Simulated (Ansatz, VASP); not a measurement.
Two plane-wave programs on Rh

The input INCAR:

```
SYSTEM = Rh
PREC = Accurate ; ENCUT = 600
EDIFF = 1E-6 ; ISMEAR = 0
SIGMA = 0.1 ; LREAL = .FALSE.
LASPH = .TRUE. ; NELM = 60
ALGO = Normal ; ISIF = 3
LWAVE = .FALSE. ; LCHARG = .FALSE.
GGA = PE ; IBRION = 2
NSW = 90 ; EDIFFG = -0.04
```

The input KPOINTS:

```
regular mesh
0
G
  4 4 4
  0 0 0
```

Contents of POSCAR:

```
Rh
1.0
    4.0245443000      0.0000000000      0.0000000000
    0.0000000000      4.0245443000      0.0000000000
    0.0000000000      0.0000000000      4.0245443000
Rh
3
Direct
    0.0000000000      0.5000000000      0.5000000000
    0.5000000000      0.0000000000      0.5000000000
    0.5000000000      0.5000000000      0.0000000000
```

Input for Ansatz:

```yaml
crystal:
  lattice:
    - [4.0245443, 0.0, 0.0]
    - [0.0, 4.0245443, 0.0]
    - [0.0, 0.0, 4.0245443]
  atoms:
    - { symbol: Rh, position: [0.0, 0.5, 0.5] }
    - { symbol: Rh, position: [0.5, 0.0, 0.5] }
    - { symbol: Rh, position: [0.5, 0.5, 0.0] }
basis:
  ecutwfc: 420
kpoints:
  mp_grid: { grid: [4, 4, 4] }
hamiltonian:
  xc: pbe
scf:
  occupations: { method: gaussian, width: 0.1 }
  lower_state_search: "off"
output:
  forces: true
  stress: true
  eigenvalues: true
relax:
  adjacent_minimum: "off"
  f_tol: 0.04
  max_steps: 70
  cell: { stress_tol: 0.4 }
```

Alike in both runs: task relaxation of cell and atoms; functional PBE; k mesh 4 × 4 × 4; occupations gaussian, width 0.1 eV; no spin polarisation.

|  | VASP | Ansatz |
| --- | --- | --- |
| version | VASP 6.6.1 | Ansatz 0.2.0 |
| potentials or method | VASP PAW PBE potentials, release 64 (Rh_pv), cutoff 600 eV | scalar-relativistic, plane waves, PAW |
| valence electrons in the cell | 45 | 51 |

VASP gave:

- gap on the k mesh at the Fermi level, each at its own relaxed structure (eV): none
- relaxed volume (Å³/atom): 16.70
- relaxed cell length with the largest relative difference (Å): 3.686

Problem. Which values does Ansatz return?

Solution. gap on the k mesh at the Fermi level, each at its own relaxed structure (eV): none; relaxed volume (Å³/atom): 16.72; relaxed cell length with the largest relative difference (Å): 3.688.

A gap of «none» marks a metal or a gap that the smearing closes. VASP's potentials hold 45 valence electrons a cell and Ansatz's 51, so a difference there can come from the potentials and not from the codes.

The k mesh is coarse, so the values compare programs but aren't converged. Noted on VASP's run: the volume moved by over 15 % at a fixed basis, so the end points are rough.
